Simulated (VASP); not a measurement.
Runs of VASP 6.6.1 on AlIr. The structure is that of space group Pm-3m (No. 221), or close to it. The cells are those of the table. 

```csv
task,level,U,cell,cutoff (eV),ions in elastic constants,gap on the mesh (eV),pressure (GPa)
relaxation of cell and atoms,LDA+U,Ir d U = 1.0 eV,"relaxed to 5 GPa from a = 2.970 Å, 2 atoms",600,-,none,5.0
single point,LDA+U,Ir d U = 4.0 eV,"a = 2.943 Å, 2 atoms",520,-,none,-3.2
relaxation of cell and atoms,LDA,-,"relaxed from a = 2.995 Å, 2 atoms",600,-,none,0.0
single point,LDA,-,"a = 2.970 Å, 2 atoms",520,-,none,(a)
single point,LDA,-,"a = 2.951 Å, 2 atoms",520,-,none,6.4
relaxation of cell and atoms,LDA+U,Ir d U = 4.0 eV,"relaxed to 5 GPa from a = 2.970 Å, 2 atoms",600,-,none,5.0
single point,LDA+U,Ir d U = 1.0 eV,"a = 2.949 Å, 2 atoms",520,-,none,4.6
relaxation of cell and atoms,LDA,-,"relaxed to 5 GPa from a = 2.970 Å, 2 atoms",600,-,none,5.0
```

Alike in all rows: potentials or basis VASP PAW LDA potentials, release 64 (Al, Ir); no spin polarisation; k mesh 14 × 14 × 14; smearing fermi-dirac 0.1 eV.

**Question.** Fill in the values left out.

**Answer.** (a) 1.2.

Caveats: spin-orbit coupling is left out, which moves the levels of the heavy elements; U without spin polarisation on a metal has little footing (some runs); the U is typed as a test and isn't derived for this compound (some runs); the cell is relaxed towards a set pressure, so the enthalpy falls and the energy may rise (some runs).

A k mesh can miss the band edges, and the runs leave out spin-orbit coupling on Ir.

A gap of «none» marks levels without a gap at the run's occupations.
